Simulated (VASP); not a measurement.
# HfC (Fm-3m) in VASP: further runs

HfC is run at these levels: r2SCAN; tasks: single point.

Everything below comes from runs of VASP 6.6.1. Logs are shortened: lines on timing, memory, paths and dates and some standing lists are left out, and cuts for length are marked.

### 1 The cell of the first run

The structure is cubic, space group Fm-3m (No. 225). Conventional cell: a = 4.428 Å, b = 4.428 Å, c = 4.428 Å, α = 90.00°, β = 90.00°, γ = 90.00°. Within 2.9 Å of Hf (site symmetry m-3m) lie 6 C at 2.21 Å. Within 2.9 Å of C (site symmetry m-3m) lie 6 Hf at 2.21 Å.

### 2 Single point, r2SCAN

POSCAR

```
HfC
1.0
    0.0000000000      2.2141676047      2.2141676047
    2.2141676047      0.0000000000      2.2141676047
    2.2141676047      2.2141676047      0.0000000000
Hf C
1 1
Direct
    0.0000000000      0.0000000000      0.0000000000
    0.5000000000      0.5000000000      0.5000000000
```

INCAR.step1

```
SYSTEM = HfC
PREC = Accurate ; ENCUT = 520
ISMEAR = -1 ; SIGMA = 0.05
LREAL = .FALSE. ; LASPH = .TRUE.
NELM = 80 ; NBANDS = 14
GGA = PE ; ALGO = Normal
EDIFF = 1E-4 ; LWAVE = .TRUE.
LCHARG = .FALSE.
```

INCAR.step2

```
SYSTEM = HfC
PREC = Accurate ; ENCUT = 520
EDIFF = 1E-6 ; ISMEAR = -1
SIGMA = 0.05 ; LREAL = .FALSE.
LASPH = .TRUE. ; NELM = 80
ALGO = Normal ; ISIF = 2
LWAVE = .FALSE. ; LCHARG = .FALSE.
METAGGA = R2SCAN ; LMIXTAU = .TRUE.
NBANDS = 14 ; ISTART = 1
```

KPOINTS

```
regular mesh
0
G
  8 8 8
  0 0 0
```

Potentials or basis: VASP PAW PBE potentials, release 64 (Hf_pv, C).

On the command line:

```bash
$ cat potpaw_PBE.64/Hf_pv/POTCAR potpaw_PBE.64/C/POTCAR > POTCAR
$ cp INCAR.step1 INCAR
$ mpirun -np 1 vasp_std > vasp.out
$ cp INCAR.step2 INCAR
$ mpirun -np 1 vasp_std > vasp.out
```

OUTCAR:

```text
SYSTEM = HfC
   PREC = Accurate
   ENCUT = 520
   EDIFF = 1E-6
   ISMEAR = -1
   LREAL = .FALSE.
   LASPH = .TRUE.
   NELM = 80
   ISIF = 2
   METAGGA = R2SCAN
   ISTART = 1

 ion  position               nearest neighbor table
   1  0.000  0.000  0.000-   2 2.21   2 2.21   2 2.21   2 2.21   2 2.21   2 2.21
   2  0.500  0.500  0.500-   1 2.21   1 2.21   1 2.21   1 2.21   1 2.21   1 2.21

  LATTYP: Found a face centered cubic cell.
 ALAT       =     4.4283352094

  Lattice vectors:

 A1 = (   0.0000000000,   2.2141676047,   2.2141676047)
 A2 = (   2.2141676047,   0.0000000000,   2.2141676047)
 A3 = (   2.2141676047,   2.2141676047,   0.0000000000)

Analysis of symmetry for initial positions (statically):
=====================================================================
 Subroutine PRICEL returns:
 Original cell was already a primitive cell.

 Routine SETGRP: Setting up the symmetry group for a
 face centered cubic supercell.

 Subroutine GETGRP returns: Found 48 space group operations
 (whereof 48 operations were pure point group operations)
 out of a pool of 48 trial point group operations.

The static configuration has the point symmetry O_h .

Analysis of symmetry for dynamics (positions and initial velocities):
=====================================================================
 Subroutine PRICEL returns:
 Original cell was already a primitive cell.

 Routine SETGRP: Setting up the symmetry group for a
 face centered cubic supercell.

 Subroutine GETGRP returns: Found 48 space group operations
 (whereof 48 operations were pure point group operations)
 out of a pool of 48 trial point group operations.

The dynamic configuration has the point symmetry O_h .

 Subroutine INISYM returns: Found 48 space group operations
 (whereof 48 operations are pure point group operations),
 and found     1 'primitive' translations

----------------------------------------------------------------------------------------

                                     Primitive cell

  volume of cell :      21.7101

  direct lattice vectors                    reciprocal lattice vectors
     0.000000000  2.214167605  2.214167605    -0.225818497  0.225818497  0.225818497
     2.214167605  0.000000000  2.214167605     0.225818497 -0.225818497  0.225818497
     2.214167605  2.214167605  0.000000000     0.225818497  0.225818497 -0.225818497

  length of vectors
     3.131305856  3.131305856  3.131305856     0.391129110  0.391129110  0.391129110

  position of ions in fractional coordinates (direct lattice)
     0.000000000  0.000000000  0.000000000
     0.500000000  0.500000000  0.500000000

  ion indices of the primitive-cell ions
   primitive index   ion index
                 1           1
                 2           2

----------------------------------------------------------------------------------------

 KPOINTS: regular mesh

Automatic generation of k-mesh.
 Grid dimensions read from file:
 generate k-points for:    8    8    8

 Generating k-lattice:

  Cartesian coordinates                     Fractional coordinates (reciprocal lattice)
    -0.028227312  0.028227312  0.028227312     0.125000000  0.000000000  0.000000000
     0.028227312 -0.028227312  0.028227312     0.000000000  0.125000000  0.000000000
     0.028227312  0.028227312 -0.028227312     0.000000000  0.000000000  0.125000000

  Length of vectors
     0.048891139  0.048891139  0.048891139

  Shift w.r.t. Gamma in fractional coordinates (k-lattice)
     0.000000000  0.000000000  0.000000000

 Subroutine IBZKPT returns following result:
 ===========================================

 Found     29 irreducible k-points:

 Following reciprocal coordinates:
            Coordinates               Weight
  0.000000  0.000000  0.000000      1.000000
  0.125000  0.000000  0.000000      8.000000
  0.250000  0.000000  0.000000      8.000000
  0.375000  0.000000  0.000000      8.000000
  0.500000  0.000000  0.000000      4.000000
  0.125000  0.125000  0.000000      6.000000
[... 16 lines left out ...]
  0.500000  0.250000  0.125000     48.000000
 -0.375000  0.250000  0.125000     24.000000
 [... further k-points ...]
   k-points           NKPTS =     29   k-points in BZ     NKDIM =     29   number of bands    NBANDS=     14
   number of dos      NEDOS =    301   number of ions     NIONS =      2
   total plane-waves  NPLWV =  13824
   dimension x,y,z NGX =    24 NGY =   24 NGZ =   24
   dimension x,y,z NGXF=    48 NGYF=   48 NGZF=   48
   ions per type =               1   1
   NGX,Y,Z   is equivalent  to a cutoff of  12.74, 12.74, 12.74 a.u.
   NGXF,Y,Z  is equivalent  to a cutoff of  25.48, 25.48, 25.48 a.u.
 SYSTEM =  HfC
   PREC   = accura    normal or accurate (medium, high low for compatibility)
   ISTART =      1    job   : 0-new  1-cont  2-samecut
   ICHARG =      0    charge: 1-file 2-atom 10-const
   ISPIN  =      1    spin polarized calculation?
   LNONCOLLINEAR =      F non collinear calculations
   LSORBIT =      F    spin-orbit coupling
   LASPH  =      T    aspherical Exc in radial PAW
   ENCUT  =  520.0 eV  38.22 Ry    6.18 a.u.   5.82  5.82  5.82*2*pi/ulx,y,z
   NELM   =     80;   NELMIN=  2; NELMDL=  0     # of ELM steps
   EDIFF  = 0.1E-05   stopping-criterion for ELM
   LREAL  =      F    real-space projection
   EDIFFG = 0.1E-04   stopping-criterion for IOM
   NSW    =      0    number of steps for IOM
   IBRION =     -1    ionic relax: 0-MD 1-quasi-New 2-CG
   NFREE  =      0    steps in history (QN), initial steepest desc. (CG)
   ISIF   =      2    stress and relaxation
   ISYM   =      2    0-nonsym 1-usesym 2-fastsym
   POTIM  = 0.5000    time-step for ionic-motion
   TEBEG  =    0.0;   TEEND  =   0.0 temperature during run
   PSTRESS=    0.0 pullay stress
   NELECT =      14.0000    total number of electrons
   NUPDOWN=      -1.0000    fix difference up-down
   EMIN   =  10.00;   EMAX   =-10.00  energy-range for DOS
   EFERMI =   0.00;   METHOD = LEGACY
   ISMEAR =    -1;   SIGMA  =   0.05  broadening in eV -4-tet -1-fermi 0-gaus
   EFERMI_NEDOS =   21; number of points for ismear=-14 and -15
   IALGO  =     38    algorithm
   IMIX   =      4    mixing-type and parameters
     AMIX     =   0.40;   BMIX     =  1.00
     AMIX_MAG =   1.60;   BMIX_MAG =  1.00
  volume/ion in A,a.u.               =      10.86        73.25
  Fermi-wavevector in a.u.,A,eV,Ry     =   1.414372  2.672776 27.217754  2.000448
  Thomas-Fermi vector in A             =   2.535921
   LORBIT       =      0    0 simple, 1 ext, 2 COOP (PROOUT), +10 PAW based schemes
   METAGGA = R2SCAN    functional components
   LHFCALC =     F    Hartree Fock is set to
   AEXX    =    0.0000 exact exchange contribution
   IVDW    =     0    specifies the selected vdW correction
   LEPSILON=     F    determine dielectric tensor
   LRPA    =     F    only Hartree local field effects (RPA)
 non-spin polarized calculation
  energy-cutoff  :      520.00
  volume of cell :       21.71
 maximum number of plane-waves:       604
   NGX = 11   NGY = 11   NGZ = 11

 number of electron      14.0000001 magnetization

 Free energy of the ion-electron system (eV)
  ---------------------------------------------------
  ext. energy  EPLUGINS =         0.00000000
  ---------------------------------------------------
  free energy    TOTEN  =       -56.94089238 eV

  energy without entropy =      -56.93837369  energy(sigma->0) =      -56.93963304

 E-fermi :   7.0087     XC(G=0): -13.9395

 val. band max:        6.8511532685   @ k =   0.3750   0.3750   0.0000
 cond. band min:       7.0147644736   @ k =   0.1250   0.1250   0.0000
 fundamental gap:      0.1636112051
 Fermi energy:         7.0086717312

 k-point     1 :       0.0000    0.0000    0.0000
  band No.  band energies     occupation
      1     -22.9426      2.00000
      2     -22.9426      2.00000
      3     -22.9426      2.00000
      4      -6.7170      2.00000
      5       8.1565      0.00000
      6       8.1565      0.00000
      7       8.1565      0.00000
      8       8.7296      0.00000
      9       8.7296      0.00000
     10       8.7296      0.00000
     11      11.0829      0.00000
     12      11.0829      0.00000
     13      16.4345      0.00000
     14      19.2509      0.00000

 k-point     2 :       0.1250    0.0000    0.0000
  band No.  band energies     occupation
      1     -23.1330      2.00000
      2     -22.9581      2.00000
      3     -22.9581      2.00000
      4      -6.2174      2.00000
      5       6.1415      2.00000
      6       6.5844      1.99959
      7       6.5845      1.99959
      8       9.3911      0.00000
      9       9.3911      0.00000
     10       9.8342      0.00000
     11      12.9967      0.00000
     12      12.9967      0.00000
     13      17.2400      0.00000
     14      20.5538      0.00000

 k-point     3 :       0.2500    0.0000    0.0000
  band No.  band energies     occupation
      1     -23.5655      2.00000
      2     -22.9952      2.00000
      3     -22.9952      2.00000
      4      -4.9082      2.00000
      5       3.6480      2.00000
      6       4.8426      2.00000
      7       4.8426      2.00000
      8      10.7218      0.00000
      9      10.7451      0.00000
     10      10.7451      0.00000
     11      16.1994      0.00000
     12      16.1994      0.00000
     13      18.5141      0.00000
     14      20.7665      0.00000
[... 324 lines left out ...]
 k-point    23 :       0.5000    0.2500    0.1250
  band No.  band energies     occupation
      1     -23.8537      2.00000
      2     -23.3284      2.00000
      3     -23.1158      2.00000
      4      -3.4057      2.00000
      5       1.7779      2.00000
      6       4.0137      2.00000
      7       4.3934      2.00000
      8      10.1975      0.00000
      9      13.7136      0.00000
     10      14.1203      0.00000
     11      16.1626      0.00000
     12      18.3923      0.00000
     13      20.7664      0.00000
     14      21.2775      0.00000

 k-point    24 :      -0.3750    0.2500    0.1250
  band No.  band energies     occupation
      1     -23.9437      2.00000
      2     -23.3570      2.00000
      3     -23.1511      2.00000
      4      -3.0078      2.00000
      5       1.4389      2.00000
      6       3.9362      2.00000
      7       4.0349      2.00000
      8      11.7613      0.00000
      9      12.2280      0.00000
     10      14.5412      0.00000
     11      18.0517      0.00000
     12      18.8388      0.00000
     13      20.2544      0.00000
     14      20.7664      0.00000

 [... further k-points ...]
[... 5 lines left out ...]
  --------------------------------------------------------------------------------------
  -------------------------------------------------------------------------------------
  Total        6.1048722      6.1048722      6.1048722     -0.0000000      0.0000000     -0.0000000
  in kB      450.5320457    450.5320457    450.5320457     -0.0000000      0.0000000     -0.0000000
  external PRESSURE =     450.5320457 kB  Pullay stress =       0.0000000 kB

 VOLUME and BASIS-vectors are now :
 -----------------------------------------------------------------------------
  energy-cutoff  :      520.00
  volume of cell :       21.71
      direct lattice vectors                 reciprocal lattice vectors
     0.000000000  2.214167605  2.214167605    -0.225818497  0.225818497  0.225818497
     2.214167605  0.000000000  2.214167605     0.225818497 -0.225818497  0.225818497
     2.214167605  2.214167605  0.000000000     0.225818497  0.225818497 -0.225818497

 POSITION                                       TOTAL-FORCE (eV/Angst)
 -----------------------------------------------------------------------------------
      0.00000      0.00000      0.00000         0.000000      0.000000      0.000000
      2.21417      2.21417      2.21417         0.000000     -0.000000      0.000000
 -----------------------------------------------------------------------------------
    total drift:                                0.000000     -0.000000     -0.000000

  FREE ENERGIE OF THE ION-ELECTRON SYSTEM (eV)
  ---------------------------------------------------
  free  energy   TOTEN  =       -56.9408923845 eV

  energy  without entropy=      -56.9383736932  energy(sigma->0) =      -56.93963304
```

Wall time 27 s (1 thread of Intel Xeon 6975P-C (Granite Rapids), shared host); peak memory 0.14 GiB.

Results:

```
Free energy            : -56.9409 eV
Pressure               : 45.1 GPa
Band gap on the k mesh : zero (band 7 reaches 8.16 eV, above the bottom of band 8 at 6.60 eV)
```

Caveat: the PAW data sets were made with another functional, which shifts forces and pressure a little; spin-orbit coupling is left out, which moves the levels of the heavy elements.

### 3 Single point, r2SCAN

This run uses another cell than the first one, of 11.29 Å³/atom, 1.040 times its volume.

POSCAR

```
HfC
1.0
    0.0000000000      2.2434687419      2.2434687419
    2.2434687419      0.0000000000      2.2434687419
    2.2434687419      2.2434687419      0.0000000000
Hf C
1 1
Direct
    0.0000000000      0.0000000000      0.0000000000
    0.5000000000      0.5000000000      0.5000000000
```

INCAR.step1

```
SYSTEM = HfC
PREC = Accurate
ENCUT = 520
ISMEAR = -1
SIGMA = 0.05
LREAL = .FALSE.
LASPH = .TRUE.
NELM = 60
NBANDS = 14
GGA = PE
ALGO = Normal
EDIFF = 1E-4
LWAVE = .TRUE.
LCHARG = .FALSE.
```

INCAR.step2

```
SYSTEM = HfC
PREC = Accurate
ENCUT = 520
EDIFF = 1E-7
ISMEAR = -1
SIGMA = 0.05
LREAL = .FALSE.
LASPH = .TRUE.
NELM = 60
ALGO = Normal
ISIF = 2
LWAVE = .FALSE.
LCHARG = .FALSE.
METAGGA = R2SCAN
LMIXTAU = .TRUE.
NBANDS = 14
ISTART = 1
```

KPOINTS is that of step 2.

Potentials or basis: VASP PAW PBE potentials, release 64 (Hf_pv, C).

On the command line:

```bash
$ cat potpaw_PBE.64/Hf_pv/POTCAR potpaw_PBE.64/C/POTCAR > POTCAR
$ cp INCAR.step1 INCAR
$ mpirun -np 1 vasp_std > vasp.out
$ cp INCAR.step2 INCAR
$ mpirun -np 1 vasp_std > vasp.out
```

Run time: 36 s. Hardware: 1 thread of Intel Xeon 6975P-C (Granite Rapids), shared host; peak memory 0.14 GiB.

The run converged. Its results:

```yaml
Free_energy: -57.1428 eV
Pressure: 29.6 GPa
Band_gap_on_the_k_mesh: zero (band 7 reaches 7.81 eV, above the bottom of band 8 at 6.27 eV)
```

Levels at points of the mesh, in eV from the Fermi level:
| k point | band 5 | band 6 | band 7 | band 8 | band 9 | band 10 |
| --- | --- | --- | --- | --- | --- | --- |
| (0.00, 0.00, 0.00) | 1.13 | 1.13 | 1.13 | 1.73 | 1.73 | 1.73 |
| (0.50, 0.00, 0.00) | -6.76 | -3.49 | -3.49 | 6.38 | 6.38 | 7.00 |
| (0.50, 0.50, 0.00) | -2.57 | -1.96 | 0.03 | 0.03 | 6.19 | 8.05 |

Caveat: the PAW data sets were made with another functional, which shifts forces and pressure a little; spin-orbit coupling is left out, which moves the levels of the heavy elements.

(Continued in part 2 of 2.)
